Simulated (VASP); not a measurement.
# V (Im-3m) in VASP: a series of runs, part 2 of 2

VASP 6.6.1. Earlier steps stand in the parts before.

## Step 4: Single point, r2SCAN

POSCAR

```
V
1.0
   -1.4917693513      1.4917693513      1.4917693513
    1.4917693513     -1.4917693513      1.4917693513
    1.4917693513      1.4917693513     -1.4917693513
V
1
Direct
    0.0000000000      0.0000000000      0.0000000000
```

INCAR.step1

```
SYSTEM = V
  PREC = Accurate
  ENCUT = 520
  ISMEAR = 0
  SIGMA = 0.3
  LREAL = .FALSE.
  LASPH = .TRUE.
  NELM = 100
  NBANDS = 12
  GGA = PE
  ALGO = Normal
  EDIFF = 1E-4
  LWAVE = .TRUE.
  LCHARG = .FALSE.
```

INCAR.step2

```
SYSTEM = V
  PREC = Accurate
  ENCUT = 520
  EDIFF = 1E-6
  ISMEAR = 0
  SIGMA = 0.3
  LREAL = .FALSE.
  LASPH = .TRUE.
  NELM = 100
  ALGO = Normal
  ISIF = 2
  LWAVE = .FALSE.
  LCHARG = .FALSE.
  METAGGA = R2SCAN
  LMIXTAU = .TRUE.
  NBANDS = 12
  ISTART = 1
```

KPOINTS

```
regular mesh
0
G
  15 15 15
  0 0 0
```

Potentials or basis: VASP PAW PBE potentials, release 64 (V_sv).

Launch:

```console
> cat potpaw_PBE.64/V_sv/POTCAR > POTCAR
> cp INCAR.step1 INCAR
> mpirun -np 1 vasp_std > vasp.out
> cp INCAR.step2 INCAR
> mpirun -np 1 vasp_std > vasp.out
```

OUTCAR:

```text
SYSTEM = V
   PREC = Accurate
   ENCUT = 520
   EDIFF = 1E-6
   ISMEAR = 0
   LREAL = .FALSE.
   LASPH = .TRUE.
   NELM = 100
   ISIF = 2
   METAGGA = R2SCAN
   ISTART = 1

 ion  position               nearest neighbor table
   1  0.000  0.000  0.000-

  LATTYP: Found a body centered cubic cell.
 ALAT       =     2.9835387026

  Lattice vectors:

 A1 = (  -1.4917693513,   1.4917693513,   1.4917693513)
 A2 = (   1.4917693513,  -1.4917693513,   1.4917693513)
 A3 = (   1.4917693513,   1.4917693513,  -1.4917693513)

Analysis of symmetry for initial positions (statically):
=====================================================================
 Subroutine PRICEL returns:
 Original cell was already a primitive cell.

 Routine SETGRP: Setting up the symmetry group for a
 body centered cubic supercell.

 Subroutine GETGRP returns: Found 48 space group operations
 (whereof 48 operations were pure point group operations)
 out of a pool of 48 trial point group operations.

The static configuration has the point symmetry O_h .

Analysis of symmetry for dynamics (positions and initial velocities):
=====================================================================
 Subroutine PRICEL returns:
 Original cell was already a primitive cell.

 Routine SETGRP: Setting up the symmetry group for a
 body centered cubic supercell.

 Subroutine GETGRP returns: Found 48 space group operations
 (whereof 48 operations were pure point group operations)
 out of a pool of 48 trial point group operations.

The dynamic configuration has the point symmetry O_h .

 Subroutine INISYM returns: Found 48 space group operations
 (whereof 48 operations are pure point group operations),
 and found     1 'primitive' translations

----------------------------------------------------------------------------------------

                                     Primitive cell

  volume of cell :      13.2790

  direct lattice vectors                    reciprocal lattice vectors
    -1.491769351  1.491769351  1.491769351     0.000000000  0.335172458  0.335172458
     1.491769351 -1.491769351  1.491769351     0.335172458  0.000000000  0.335172458
     1.491769351  1.491769351 -1.491769351     0.335172458  0.335172458  0.000000000

  length of vectors
     2.583820310  2.583820310  2.583820310     0.474005436  0.474005436  0.474005436

  position of ions in fractional coordinates (direct lattice)
     0.000000000  0.000000000  0.000000000

  ion indices of the primitive-cell ions
   primitive index   ion index
                 1           1

----------------------------------------------------------------------------------------

 KPOINTS: regular mesh

Automatic generation of k-mesh.
 Grid dimensions read from file:
 generate k-points for:   15   15   15

 Generating k-lattice:

  Cartesian coordinates                     Fractional coordinates (reciprocal lattice)
     0.000000000  0.022344831  0.022344831     0.066666667  0.000000000  0.000000000
     0.022344831  0.000000000  0.022344831     0.000000000  0.066666667  0.000000000
     0.022344831  0.022344831  0.000000000     0.000000000  0.000000000  0.066666667

  Length of vectors
     0.031600362  0.031600362  0.031600362

  Shift w.r.t. Gamma in fractional coordinates (k-lattice)
     0.000000000  0.000000000  0.000000000

 Subroutine IBZKPT returns following result:
 ===========================================

 Found    120 irreducible k-points:

 Following reciprocal coordinates:
            Coordinates               Weight
  0.000000  0.000000  0.000000      1.000000
  0.066667  0.000000  0.000000     12.000000
  0.133333  0.000000  0.000000     12.000000
  0.200000  0.000000  0.000000     12.000000
  0.266667  0.000000  0.000000     12.000000
  0.333333  0.000000  0.000000     12.000000
[... 16 lines left out ...]
  0.333333  0.200000  0.000000     48.000000
  0.400000  0.200000  0.000000     24.000000
 [... further k-points ...]
   k-points           NKPTS =    120   k-points in BZ     NKDIM =    120   number of bands    NBANDS=     12
   number of dos      NEDOS =    301   number of ions     NIONS =      1
   total plane-waves  NPLWV =   8000
   dimension x,y,z NGX =    20 NGY =   20 NGZ =   20
   dimension x,y,z NGXF=    40 NGYF=   40 NGZF=   40
   ions per type =               1
   NGX,Y,Z   is equivalent  to a cutoff of  12.87, 12.87, 12.87 a.u.
   NGXF,Y,Z  is equivalent  to a cutoff of  25.74, 25.74, 25.74 a.u.
 SYSTEM =  V
   PREC   = accura    normal or accurate (medium, high low for compatibility)
   ISTART =      1    job   : 0-new  1-cont  2-samecut
   ICHARG =      0    charge: 1-file 2-atom 10-const
   ISPIN  =      1    spin polarized calculation?
   LNONCOLLINEAR =      F non collinear calculations
   LSORBIT =      F    spin-orbit coupling
   LASPH  =      T    aspherical Exc in radial PAW
   ENCUT  =  520.0 eV  38.22 Ry    6.18 a.u.   4.80  4.80  4.80*2*pi/ulx,y,z
   NELM   =    100;   NELMIN=  2; NELMDL=  0     # of ELM steps
   EDIFF  = 0.1E-05   stopping-criterion for ELM
   LREAL  =      F    real-space projection
   EDIFFG = 0.1E-04   stopping-criterion for IOM
   NSW    =      0    number of steps for IOM
   IBRION =     -1    ionic relax: 0-MD 1-quasi-New 2-CG
   NFREE  =      0    steps in history (QN), initial steepest desc. (CG)
   ISIF   =      2    stress and relaxation
   ISYM   =      2    0-nonsym 1-usesym 2-fastsym
   POTIM  = 0.5000    time-step for ionic-motion
   TEBEG  =    0.0;   TEEND  =   0.0 temperature during run
   PSTRESS=    0.0 pullay stress
   NELECT =      13.0000    total number of electrons
   NUPDOWN=      -1.0000    fix difference up-down
   EMIN   =  10.00;   EMAX   =-10.00  energy-range for DOS
   EFERMI =   0.00;   METHOD = LEGACY
   ISMEAR =     0;   SIGMA  =   0.30  broadening in eV -4-tet -1-fermi 0-gaus
   EFERMI_NEDOS =   21; number of points for ismear=-14 and -15
   IALGO  =     38    algorithm
   IMIX   =      4    mixing-type and parameters
     AMIX     =   0.40;   BMIX     =  1.00
     AMIX_MAG =   1.60;   BMIX_MAG =  1.00
  volume/ion in A,a.u.               =      13.28        89.61
  Fermi-wavevector in a.u.,A,eV,Ry     =   1.625552  3.071848 35.952309  2.642420
  Thomas-Fermi vector in A             =   2.718657
   LORBIT       =      0    0 simple, 1 ext, 2 COOP (PROOUT), +10 PAW based schemes
   METAGGA = R2SCAN    functional components
   LHFCALC =     F    Hartree Fock is set to
   AEXX    =    0.0000 exact exchange contribution
   IVDW    =     0    specifies the selected vdW correction
   LEPSILON=     F    determine dielectric tensor
   LRPA    =     F    only Hartree local field effects (RPA)
 non-spin polarized calculation
 Gauss-broadening in eV      SIGMA  =   0.30
  energy-cutoff  :      520.00
  volume of cell :       13.28
 maximum number of plane-waves:       370
   NGX =  9   NGY =  9   NGZ =  9

 number of electron      12.9999992 magnetization

 Free energy of the ion-electron system (eV)
  ---------------------------------------------------
  ext. energy  EPLUGINS =         0.00000000
  ---------------------------------------------------
  free energy    TOTEN  =       -14.16569551 eV

  energy without entropy =      -14.09386505  energy(sigma->0) =      -14.12978028

 E-fermi :   9.8729     XC(G=0): -14.1521

 val. band max:        9.8711541901   @ k =   0.3333   0.1333   0.0667
 cond. band min:       9.8729026600   @ k =  -0.2667   0.2667   0.1333
 fundamental gap:      0.0017484699
 Fermi energy:         9.8728691912

 k-point     1 :       0.0000    0.0000    0.0000
  band No.  band energies     occupation
      1     -56.4496      2.00000
      2     -28.5766      2.00000
      3     -28.5765      2.00000
      4     -28.5765      2.00000
      5       2.7507      2.00000
      6      10.3341      0.02967
      7      10.3342      0.02966
      8      10.3342      0.02966
      9      12.5558      0.00000
     10      12.5558      0.00000
     11      31.1961      0.00000
     12      31.1962      0.00000

 k-point     2 :       0.0667    0.0000    0.0000
  band No.  band energies     occupation
      1     -56.4402      2.00000
      2     -28.6210      2.00000
      3     -28.5899      2.00000
      4     -28.5769      2.00000
      5       2.9414      2.00000
      6      10.2513      0.07440
      7      10.3141      0.03751
      8      10.4686      0.00498
      9      12.4601      0.00000
     10      12.5606      0.00000
     11      30.8647      0.00000
     12      31.1677      0.00000
[... 316 lines left out ...]
 k-point    24 :       0.4000    0.2000    0.0000
  band No.  band energies     occupation
      1     -56.2135      2.00000
      2     -29.4350      2.00000
      3     -29.0205      2.00000
      4     -28.6739      2.00000
      5       7.3755      2.00000
      6       8.7153      2.00000
      7       9.6936      1.60195
      8      12.4632      0.00000
      9      13.1246      0.00000
     10      16.5605      0.00000
     11      20.4750      0.00000
     12      23.9472      0.00000

 [... further k-points ...]
[... 5 lines left out ...]
  --------------------------------------------------------------------------------------
  -------------------------------------------------------------------------------------
  Total        0.0730259      0.0730259      0.0730259      0.0000000     -0.0000000     -0.0000000
  in kB        8.8109464      8.8109464      8.8109464      0.0000000     -0.0000000     -0.0000000
  external PRESSURE =       8.8109464 kB  Pullay stress =       0.0000000 kB

 VOLUME and BASIS-vectors are now :
 -----------------------------------------------------------------------------
  energy-cutoff  :      520.00
  volume of cell :       13.28
      direct lattice vectors                 reciprocal lattice vectors
    -1.491769351  1.491769351  1.491769351     0.000000000  0.335172458  0.335172458
     1.491769351 -1.491769351  1.491769351     0.335172458  0.000000000  0.335172458
     1.491769351  1.491769351 -1.491769351     0.335172458  0.335172458  0.000000000

 POSITION                                       TOTAL-FORCE (eV/Angst)
 -----------------------------------------------------------------------------------
      0.00000      0.00000      0.00000        -0.000000     -0.000000      0.000000
 -----------------------------------------------------------------------------------
    total drift:                                0.000000     -0.000000      0.000000

  FREE ENERGIE OF THE ION-ELECTRON SYSTEM (eV)
  ---------------------------------------------------
  free  energy   TOTEN  =       -14.1656955083 eV

  energy  without entropy=      -14.0938650531  energy(sigma->0) =      -14.12978028
```

OSZICAR.step1:

```text
N       E                     dE             d eps       ncg     rms          rms(c)
DAV:   1     0.911405116610E+02    0.91141E+02   -0.70098E+03  2892   0.118E+03
DAV:   2    -0.911802540541E+01   -0.10026E+03   -0.97363E+02  2924   0.332E+02
DAV:   3    -0.103804285499E+02   -0.12624E+01   -0.12593E+01  3232   0.436E+01
DAV:   4    -0.103868569809E+02   -0.64284E-02   -0.64283E-02  3108   0.329E+00
DAV:   5    -0.103869357291E+02   -0.78748E-04   -0.78749E-04  3148   0.344E-01    0.187E+01
DAV:   6    -0.905458581465E+01    0.13323E+01   -0.30477E+00  2996   0.290E+01    0.177E+00
DAV:   7    -0.903728415830E+01    0.17302E-01   -0.25896E-02  3004   0.199E+00    0.105E+00
DAV:   8    -0.902926723259E+01    0.80169E-02   -0.46533E-03  3084   0.102E+00    0.600E-02
DAV:   9    -0.902931912700E+01   -0.51894E-04   -0.13306E-04  2472   0.171E-01
   1 F= -.90293191E+01 E0= -.89916733E+01  d E =-.752916E-01
```

It took 40 s on 1 thread of AMD EPYC 9R45 (Zen 5), shared host; peak memory 0.11 GiB.

What came out:

```
Free energy : -14.1657 eV
Pressure    : 0.9 GPa
```

Caveat: the PAW data sets were made with another functional, which shifts forces and pressure a little.

## Step 5: Single point, r2SCAN

POSCAR is that of step 4.

INCAR.step1

```
  PREC = Accurate
  ENCUT = 520
  ISMEAR = 0
  SIGMA = 0.6
  LREAL = F
  LASPH = T
  NELM = 80
  NBANDS = 12
  GGA = PE
  ALGO = Normal
  EDIFF = 1E-4
  LWAVE = T
  LCHARG = F
```

INCAR.step2

```
  PREC = Accurate
  ENCUT = 520
  EDIFF = 1E-6
  ISMEAR = 0
  SIGMA = 0.6
  LREAL = F
  LASPH = T
  NELM = 80
  ALGO = Normal
  ISIF = 2
  LWAVE = F
  LCHARG = T
  METAGGA = R2SCAN
  LMIXTAU = T
  LELF = T
  LVHAR = T
  NBANDS = 12
  ISTART = 1
```

KPOINTS

```
regular mesh
0
Gamma
  15 15 15
```

Launch:

```console
> cat potpaw_PBE.64/V_sv/POTCAR > POTCAR
> cp INCAR.step1 INCAR
> mpirun -np 1 vasp_std > vasp.out
> cp INCAR.step2 INCAR
> mpirun -np 1 vasp_std > vasp.out
```

Wall time 42 s (1 thread of AMD EPYC 9R45 (Zen 5), shared host); peak memory 0.11 GiB.

The run converged. Its results:

```
Free energy : -14.2671 eV
Pressure    : 2.2 GPa
```

Levels at points of the mesh, in eV from the Fermi level:
| k point | band 5 | band 6 | band 7 | band 8 | band 9 | band 10 |
| --- | --- | --- | --- | --- | --- | --- |
| (0.00, 0.00, 0.00) | -7.18 | 0.41 | 0.41 | 0.41 | 2.64 | 2.64 |

Caveat: the PAW data sets were made with another functional, which shifts forces and pressure a little.

## Step 6: Summary

| smearing | gap on the mesh (eV) | pressure (GPa) |
| --- | --- | --- |
| gaussian 0.1 eV | none | 0.2 |
| gaussian 0.2 eV | none | 0.5 |
| gaussian 0.3 eV | none | 0.9 |
| gaussian 0.6 eV | none | 2.2 |

Alike in all rows: task single point; level r2SCAN; potentials or basis VASP PAW PBE potentials, release 64 (V_sv); no spin polarisation; cell as given; k mesh 15 × 15 × 15; cutoff (eV) 520.

Every run on the cell as given and a fine mesh finds a metal.

Caveats: the PAW data sets were made with another functional, which shifts forces and pressure a little.

Total energies depend on the potentials used, so only differences within one code and one set of settings carry meaning.
